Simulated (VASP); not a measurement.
# Si6Ge (C2/m) in VASP: relaxation of cell and atoms with PBE

Aim: the relaxation of cell and atoms of Si6Ge with PBE.

Everything below comes from runs of VASP 6.6.1. Logs are shortened: lines on timing, memory, paths and dates and some standing lists are left out, and cuts for length are marked.

## Step 1: The cell of the first run

Symmetry: C2/m, No. 12, monoclinic system. The conventional cell has a = 5.928 Å, b = 6.020 Å, c = 7.792 Å, α = 90.00°, β = 106.63°, γ = 90.00°. Within 2.2 Å of Si (site symmetry 2) lie 2 Si at 1.64 Å. Si (site symmetry 1) has 2 Si at 1.64 to 2.25 Å within 2.3 Å. Within 3.7 Å of Ge (site symmetry 2/m) lie 8 Si at 2.77 to 3.48 Å.

The cell was generated, and may not be a known phase.

## Step 2: Relaxation of cell and atoms, PBE

File INCAR:

```
SYSTEM = Si6Ge
PREC = Accurate
ENCUT = 600
EDIFF = 1E-7
ISMEAR = 0
SIGMA = 0.2
LREAL = .False.
LASPH = .True.
NELM = 100
ALGO = Normal
ISIF = 3
LWAVE = .False.
LCHARG = .False.
GGA = PE
IBRION = 2
NSW = 36
EDIFFG = -0.08
```

File KPOINTS:

```
Automatic mesh
0
Gamma
  4 4 2
  0 0 0
```

File POSCAR:

```
Si6Ge
1.0
    2.9640920000     -3.0099592400      0.0000000000
    2.9640920000      3.0099592400      0.0000000000
   -2.2300696300      0.0000000000      7.4661031500
Si Ge
6 1
Direct
    0.7820425500      0.2179574500      0.0000000000
    0.2179574500      0.7820425500      0.0000000000
    0.6168014700      0.9912688300      0.8043453100
    0.0087311700      0.3831985300      0.1956546900
    0.3831985300      0.0087311700      0.1956546900
    0.9912688300      0.6168014700      0.8043453100
    0.5000000000      0.5000000000      0.5000000000
```

Potentials or basis: VASP PAW PBE potentials, release 64 (Si, Ge_d).

Launch:

```bash
> cat potpaw_PBE.64/Si/POTCAR potpaw_PBE.64/Ge_d/POTCAR > POTCAR
> mpirun -np 1 vasp_std > vasp.out
```

OUTCAR:

```text
SYSTEM = Si6Ge
   PREC = Accurate
   ENCUT = 600
   EDIFF = 1E-7
   ISMEAR = 0
   LREAL = .False.
   LASPH = .True.
   NELM = 100
   ISIF = 3
   GGA = PE
   IBRION = 2
   NSW = 36
   EDIFFG = -0.08

 ion  position               nearest neighbor table
   1  0.782  0.218  0.000-   3 1.64   4 1.64   2 2.62   5 2.73   6 2.73   5 2.93   6 2.93   2 2.99
                             2 2.99
   2  0.218  0.782  0.000-   5 1.64   6 1.64   1 2.62   3 2.73   4 2.73   4 2.93   3 2.93   1 2.99
                             1 2.99
   3  0.617  0.991  0.804-   1 1.64   6 2.25   2 2.73   7 2.77   2 2.93   6 3.06   6 3.06
   4  0.009  0.383  0.196-   1 1.64   5 2.25   2 2.73   7 2.77   2 2.93   5 3.06   5 3.06
   5  0.383  0.009  0.196-   2 1.64   4 2.25   1 2.73   7 2.77   1 2.93   4 3.06   4 3.06
   6  0.991  0.617  0.804-   2 1.64   3 2.25   1 2.73   7 2.77   1 2.93   3 3.06   3 3.06
   7  0.500  0.500  0.500-   3 2.77   4 2.77   5 2.77   6 2.77

  LATTYP: Found a base centered monoclinic cell.
 ALAT       =     5.9281840000
 B/A-ratio  =     1.0154742970
 C/A-ratio  =     1.3144061061
 COS(beta)  =    -0.2861983862

  Lattice vectors:

 A1 = (   2.9640920000,  -3.0099592400,   0.0000000000)
 A2 = (   2.9640920000,   3.0099592400,   0.0000000000)
 A3 = (  -2.2300696300,   0.0000000000,   7.4661031500)

Analysis of symmetry for initial positions (statically):
=====================================================================
 Subroutine PRICEL returns:
 Original cell was already a primitive cell.

 Routine SETGRP: Setting up the symmetry group for a
 base centered monoclinic supercell.

 Subroutine GETGRP returns: Found  4 space group operations
 (whereof  4 operations were pure point group operations)
 out of a pool of  4 trial point group operations.

The static configuration has the point symmetry C_2h.

Analysis of symmetry for dynamics (positions and initial velocities):
=====================================================================
 Subroutine PRICEL returns:
 Original cell was already a primitive cell.

 Routine SETGRP: Setting up the symmetry group for a
 base centered monoclinic supercell.

 Subroutine GETGRP returns: Found  4 space group operations
 (whereof  4 operations were pure point group operations)
 out of a pool of  4 trial point group operations.

The dynamic configuration has the point symmetry C_2h.

 Subroutine INISYM returns: Found  4 space group operations
 (whereof  4 operations are pure point group operations),
 and found     1 'primitive' translations

----------------------------------------------------------------------------------------

                                     Primitive cell

  volume of cell :     133.2221

  direct lattice vectors                    reciprocal lattice vectors
     2.964092000 -3.009959240  0.000000000     0.168685722 -0.166115206  0.050385174
     2.964092000  3.009959240  0.000000000     0.168685722  0.166115206  0.050385174
    -2.230069630  0.000000000  7.466103150     0.000000000  0.000000000  0.133938680

  length of vectors
     4.224416647  4.224416647  7.792041247     0.242049169  0.242049169  0.133938680

  position of ions in fractional coordinates (direct lattice)
     0.782042550  0.217957450  0.000000000
     0.217957450  0.782042550  0.000000000
     0.616801470  0.991268830  0.804345310
     0.008731170  0.383198530  0.195654690
     0.383198530  0.008731170  0.195654690
     0.991268830  0.616801470  0.804345310
     0.500000000  0.500000000  0.500000000

  ion indices of the primitive-cell ions
   primitive index   ion index
                 1           1
                 2           2
                 3           3
                 4           4
                 5           5
                 6           6
                 7           7

----------------------------------------------------------------------------------------

 KPOINTS: Automatic mesh

Automatic generation of k-mesh.
 Grid dimensions read from file:
 generate k-points for:    4    4    2

 Generating k-lattice:

  Cartesian coordinates                     Fractional coordinates (reciprocal lattice)
     0.042171431 -0.041528802  0.012596294     0.250000000 -0.000000000  0.000000000
     0.042171431  0.041528802  0.012596294    -0.000000000  0.250000000  0.000000000
     0.000000000  0.000000000  0.066969340     0.000000000  0.000000000  0.500000000

  Length of vectors
     0.060512292  0.060512292  0.066969340

  Shift w.r.t. Gamma in fractional coordinates (k-lattice)
     0.000000000  0.000000000  0.000000000

 Subroutine IBZKPT returns following result:
 ===========================================

 Found     14 irreducible k-points:

 Following reciprocal coordinates:
            Coordinates               Weight
  0.000000  0.000000  0.000000      1.000000
  0.250000  0.000000  0.000000      4.000000
  0.500000  0.000000  0.000000      2.000000
  0.250000  0.250000  0.000000      2.000000
  0.500000  0.250000  0.000000      4.000000
 -0.250000  0.250000  0.000000      2.000000
  0.500000  0.500000  0.000000      1.000000
  0.000000  0.000000  0.500000      1.000000
  0.250000  0.000000  0.500000      4.000000
  0.500000  0.000000  0.500000      2.000000
  0.250000  0.250000  0.500000      2.000000
  0.500000  0.250000  0.500000      4.000000
 -0.250000  0.250000  0.500000      2.000000
  0.500000  0.500000  0.500000      1.000000
   k-points           NKPTS =     14   k-points in BZ     NKDIM =     14   number of bands    NBANDS=     23
   number of dos      NEDOS =    301   number of ions     NIONS =      7
   total plane-waves  NPLWV =  82944
   dimension x,y,z NGX =    36 NGY =   36 NGZ =   64
   dimension x,y,z NGXF=    72 NGYF=   72 NGZF=  128
   ions per type =               6   1
   NGX,Y,Z   is equivalent  to a cutoff of  14.17, 14.17, 13.65 a.u.
   NGXF,Y,Z  is equivalent  to a cutoff of  28.33, 28.33, 27.31 a.u.
 SYSTEM =  Si6Ge
   PREC   = accura    normal or accurate (medium, high low for compatibility)
   ISTART =      0    job   : 0-new  1-cont  2-samecut
   ICHARG =      2    charge: 1-file 2-atom 10-const
   ISPIN  =      1    spin polarized calculation?
   LNONCOLLINEAR =      F non collinear calculations
   LSORBIT =      F    spin-orbit coupling
   LASPH  =      T    aspherical Exc in radial PAW
   ENCUT  =  600.0 eV  44.10 Ry    6.64 a.u.   8.44  8.44 15.56*2*pi/ulx,y,z
   NELM   =    100;   NELMIN=  2; NELMDL= -5     # of ELM steps
   EDIFF  = 0.1E-06   stopping-criterion for ELM
   LREAL  =      F    real-space projection
   EDIFFG = -.8E-01   stopping-criterion for IOM
   NSW    =     36    number of steps for IOM
   IBRION =      2    ionic relax: 0-MD 1-quasi-New 2-CG
   NFREE  =      1    steps in history (QN), initial steepest desc. (CG)
   ISIF   =      3    stress and relaxation
   ISYM   =      2    0-nonsym 1-usesym 2-fastsym
   POTIM  = 0.5000    time-step for ionic-motion
   TEBEG  =    0.0;   TEEND  =   0.0 temperature during run
   PSTRESS=    0.0 pullay stress
   NELECT =      38.0000    total number of electrons
   NUPDOWN=      -1.0000    fix difference up-down
   EMIN   =  10.00;   EMAX   =-10.00  energy-range for DOS
   EFERMI =   0.00;   METHOD = LEGACY
   ISMEAR =     0;   SIGMA  =   0.20  broadening in eV -4-tet -1-fermi 0-gaus
   EFERMI_NEDOS =   21; number of points for ismear=-14 and -15
   IALGO  =     38    algorithm
   IMIX   =      4    mixing-type and parameters
     AMIX     =   0.40;   BMIX     =  1.00
     AMIX_MAG =   1.60;   BMIX_MAG =  1.00
  volume/ion in A,a.u.               =      19.03       128.43
  Fermi-wavevector in a.u.,A,eV,Ry     =   1.077649  2.036461 15.800814  1.161327
  Thomas-Fermi vector in A             =   2.213566
   LORBIT       =      0    0 simple, 1 ext, 2 COOP (PROOUT), +10 PAW based schemes
   GGA     = PE    functional components
   LHFCALC =     F    Hartree Fock is set to
   AEXX    =    0.0000 exact exchange contribution
   IVDW    =     0    specifies the selected vdW correction
   LEPSILON=     F    determine dielectric tensor
   LRPA    =     F    only Hartree local field effects (RPA)
 conjugate gradient relaxation of ions
 non-spin polarized calculation
 Gauss-broadening in eV      SIGMA  =   0.20
  energy-cutoff  :      600.00
  volume of cell :      133.22
 maximum number of plane-waves:      4461
 NGX is ok and might be reduce to    36
   NGX = 17   NGY = 17   NGZ = 31

--------------------------------------- Ionic step        1  -------------------------------------------

 number of electron      38.0000008 magnetization

 Free energy of the ion-electron system (eV)
  ---------------------------------------------------
  ext. energy  EPLUGINS =         0.00000000
  ---------------------------------------------------
  free energy    TOTEN  =        -8.44959609 eV

  energy without entropy =       -8.38564328  energy(sigma->0) =       -8.41761969

------------------------ aborting loop because EDIFF is reached ----------------------------------------

  FORCE on cell =-STRESS in cart. coord.  units (eV):
  Direction    XX          YY          ZZ          XY          YZ          ZX
  --------------------------------------------------------------------------------------
  -------------------------------------------------------------------------------------
  Total       32.3672356      7.0465023    135.1137606      0.0000000      0.0000000     68.9672590
  in kB      389.2601236     84.7437946   1624.9271272      0.0000000      0.0000000    829.4252903
  external PRESSURE =     699.6436818 kB  Pullay stress =       0.0000000 kB
[... 104 lines left out ...]
  FREE ENERGIE OF THE ION-ELECTRON SYSTEM (eV)
  ---------------------------------------------------
  free  energy   TOTEN  =       -22.5888219999 eV

  energy  without entropy=      -22.4550410467  energy(sigma->0) =      -22.52193152

 E-fermi :   4.0703     XC(G=0):  -9.0805

 val. band max:        4.0365508799   @ k =   0.2500   0.0000   0.5000
 cond. band min:       4.0811411329   @ k =   0.5000   0.0000   0.0000
 fundamental gap:      0.0445902530
 Fermi energy:         4.0703295416

 k-point     1 :       0.0000    0.0000    0.0000
  band No.  band energies     occupation
      1     -20.5531      2.00000
      2     -20.5263      2.00000
      3     -20.5224      2.00000
      4     -20.5022      2.00000
      5     -20.4900      2.00000
      6      -7.1789      2.00000
[... 353 lines left out ...]
     22       7.6273      0.00000
     23       7.8157      0.00000

 E-fermi :   6.0574     XC(G=0):  -9.7867

 val. band max:        6.0172284807   @ k =   0.2500   0.2500   0.5000
 cond. band min:       6.1065884362   @ k =   0.5000   0.2500   0.5000
 fundamental gap:      0.0893599555
 Fermi energy:         6.0574288418

 k-point     1 :       0.0000    0.0000    0.0000
  band No.  band energies     occupation
      1     -18.6718      2.00000
      2     -18.6669      2.00000
      3     -18.6636      2.00000
      4     -18.6576      2.00000
      5     -18.6473      2.00000
      6      -6.3420      2.00000
[... 353 lines left out ...]
     22       9.7665      0.00000
     23       9.8039      0.00000

[... ionic steps 4 to 26 ...]

--------------------------------------- Ionic step       27  -------------------------------------------

 number of electron      38.0000009 magnetization

------------------------ aborting loop because EDIFF is reached ----------------------------------------
[... 77 lines left out ...]
--------------------------------------- Ionic step       29  -------------------------------------------

 number of electron      38.0000012 magnetization

 Free energy of the ion-electron system (eV)
  ---------------------------------------------------
  ext. energy  EPLUGINS =         0.00000000
  ---------------------------------------------------
  free energy    TOTEN  =       -34.34630636 eV

  energy without entropy =      -34.30878198  energy(sigma->0) =      -34.32754417

 E-fermi :   7.8637     XC(G=0): -10.5644

 val. band max:        7.8148351732   @ k =   0.5000   0.5000   0.0000
 cond. band min:       7.8718288250   @ k =  -0.2500   0.2500   0.0000
 fundamental gap:      0.0569936518
 Fermi energy:         7.8636990177

 k-point     1 :       0.0000    0.0000    0.0000
  band No.  band energies     occupation
      1     -16.8152      2.00000
      2     -16.8005      2.00000
      3     -16.7838      2.00000
      4     -16.7627      2.00000
      5     -16.7385      2.00000
      6      -5.5447      2.00000
[... 387 lines left out ...]
  FREE ENERGIE OF THE ION-ELECTRON SYSTEM (eV)
  ---------------------------------------------------
  free  energy   TOTEN  =       -34.3463063603 eV

  energy  without entropy=      -34.3087819818  energy(sigma->0) =      -34.32754417

 reached required accuracy - stopping structural energy minimisation
```

Run time: 15 min. Hardware: 1 thread of AMD EPYC 7R13 (Zen 3), shared host; peak memory 0.28 GiB.

What came out:

```
Free energy                           : -34.3463 eV
Relaxed volume                        : 16.95 Å³/atom
Relaxed cell                          : a = 3.761 Å, b = 3.761 Å, c = 8.476 Å, α = 84.37°, β = 84.37°, γ = 91.66°
Space group after relaxing (to 0.1 Å) : C2/m (No. 12)
Energy gained by relaxing             : 3699.5 meV/atom
Ionic steps                           : 29
Pressure after relaxing               : 0.1 GPa
Largest force after relaxing          : 0.054 eV/Å
Band gap on the k mesh                : zero (bands 19 and 20 overlap by 2.38 eV)
```

Forces in eV/Å, atoms in the order of the input:
```
Si   0.000  0.054  0.000
Si   0.000 -0.054  0.000
Si  -0.014 -0.039  0.034
Si   0.014 -0.039 -0.034
Si   0.014  0.039 -0.034
Si  -0.014  0.039  0.034
Ge   0.000  0.000  0.000
```

Step by step:
| step | energy change (eV) | largest force (eV/Å) | pressure (GPa) | volume (Å³) |
| --- | --- | --- | --- | --- |
| 1 | 0.0000 | 26.0874 | 69.96 | 133.22 |
| 2 | -12.3986 | 1.1006 | -10.38 | 298.39 |
| 3 | -14.1392 | 1.1223 | -9.60 | 280.11 |
| 4 | -15.2353 | 1.1511 | -9.12 | 266.87 |
| 5 | -19.3229 | 1.5091 | -8.71 | 205.18 |
| 6 | -21.8143 | 2.1221 | -7.41 | 168.96 |
| 7 | -22.8568 | 2.1431 | -2.87 | 151.03 |
| 8 | -22.7604 | 2.1483 | 2.22 | 143.29 |
| 9 | -22.8897 | 2.1581 | -1.78 | 148.88 |
| 10 | -22.8947 | 2.1587 | -1.28 | 148.04 |
| 11 | -23.8880 | 0.7703 | -4.84 | 145.46 |
| 12 | -24.5078 | 0.6763 | -6.30 | 141.44 |
| 13 | -25.2484 | 0.7899 | 0.45 | 123.81 |
| 14 | -25.2784 | 0.9515 | 2.59 | 120.29 |
| 15 | -25.5114 | 2.0841 | 5.25 | 115.24 |
| 16 | -25.5859 | 1.1294 | 4.06 | 116.85 |
| 17 | -25.7413 | 0.2935 | -1.75 | 123.42 |
| 18 | -25.7456 | 0.3911 | -1.02 | 122.43 |
| 19 | -25.7733 | 0.2001 | -0.40 | 121.26 |
| 20 | -25.7778 | 0.2142 | 0.04 | 120.51 |
| 21 | -25.7924 | 0.1916 | 0.23 | 119.93 |
| 22 | -25.7957 | 0.2357 | 0.40 | 119.50 |
| 23 | -25.8093 | 0.1916 | 0.02 | 119.78 |
| 24 | -25.8272 | 0.1915 | -0.99 | 120.60 |
| 25 | -25.8391 | 0.1897 | -0.56 | 119.87 |
| 26 | -25.8561 | 0.1947 | 0.88 | 117.68 |
| 27 | -25.8692 | 0.1606 | 0.94 | 117.59 |
| 28 | -25.8907 | 0.1025 | 1.11 | 117.30 |
| 29 | -25.8967 | 0.0537 | 0.14 | 118.63 |

Final structure:
```
CELL_PARAMETERS angstrom
2.56290 -2.69752 0.54541
2.56290 2.69752 0.54541
-0.57958 0.00000 8.45658
ATOMIC_POSITIONS crystal
Si 0.76837 0.23163 0.00000
Si 0.23163 0.76837 0.00000
Si 0.57652 0.01996 0.73812
Si 0.98004 0.42348 0.26188
Si 0.42348 0.98004 0.26188
Si 0.01996 0.57652 0.73812
Ge 0.50000 0.50000 0.50000
```

Caveat: the k points lie up to 0.42 Å⁻¹ apart in the final cell, too coarse for converged energies and pressures of a metal; the relaxation stopped at a loose force limit of 0.08 eV/Å, so its end isn't a converged minimum.

The gap in the log of VASP goes by the Fermi energy; the results here count the filled bands.